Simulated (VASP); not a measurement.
Set up this calculation in VASP 6.6.1, as the native input.

- Task: relaxation of cell and atoms
- Functional: PBE
- Potentials or basis: VASP PAW PBE potentials, release 64 (Hf_pv, Si, O)
- Cutoff: 600 eV
- k mesh: 12 × 12 × 4
- Occupations: gaussian, width 0.02 eV
- Spin: no spin polarisation
- Dipole correction: no
- Further INCAR settings: ALGO = Normal; EDIFF = 1e-06; IBRION = 2; EDIFFG = -0.01; NSW = 100; ISIF = 3

The structure of HfSi2O6 lies in POSCAR:

```
HfSi2O6
1.0
    3.5642213159      0.0000000000      0.0000000000
   -1.7821106580      3.0867062043      0.0000000000
    0.0000000000      0.0000000000      7.4737738311
Hf Si O
1 2 6
Direct
    0.0000000000      0.0000000000      0.5000000000
    0.3333333333      0.6666666667      0.1490542067
    0.6666666667      0.3333333333      0.8509457933
    0.0000000000      0.0000000000      0.2161810008
    0.6666666667      0.3333333333      0.6070691574
    0.3333333333      0.6666666667      0.9189701655
    0.3333333333      0.6666666667      0.3929308426
    0.0000000000      0.0000000000      0.7838189992
    0.6666666667      0.3333333333      0.0810298345
```

One way to write it, as run:

INCAR

```
SYSTEM = HfSi2O6
  PREC = Accurate
  ENCUT = 600
  EDIFF = 1E-6
  ISMEAR = 0
  SIGMA = 0.02
  LREAL = .False.
  LASPH = .True.
  NELM = 80
  ALGO = Normal
  ISIF = 3
  LWAVE = .False.
  LCHARG = .False.
  GGA = PE
  IBRION = 2
  NSW = 100
  EDIFFG = -0.01
```

KPOINTS

```
regular mesh
0
Gamma
  12 12 4
  0 0 0
```

Potentials or basis: VASP PAW PBE potentials, release 64 (Hf_pv, Si, O).

Launch:

```console
$ cat potpaw_PBE.64/Hf_pv/POTCAR potpaw_PBE.64/Si/POTCAR potpaw_PBE.64/O/POTCAR > POTCAR
$ mpirun -np 1 vasp_std > vasp.out
```

Results of the run:

```
Relaxed volume                        : 9.07 Å³/atom
Relaxed cell                          : a = 3.549 Å, b = 3.549 Å, c = 7.484 Å, α = 90.00°, β = 90.00°, γ = 120.00°
Space group after relaxing (to 0.1 Å) : P-3m1 (No. 164)
Energy gained by relaxing             : 0.7 meV/atom
Ionic steps                           : 10
Pressure after relaxing               : 0.0 GPa
Largest force after relaxing          : 0.008 eV/Å
Band gap on the k mesh                : 1.89 eV
```

Caveat: spin-orbit coupling is left out, which moves the levels of the heavy elements.

Run time: 26 min on 1 thread of Intel Xeon 8259CL (shared host), peak memory 0.35 GiB.
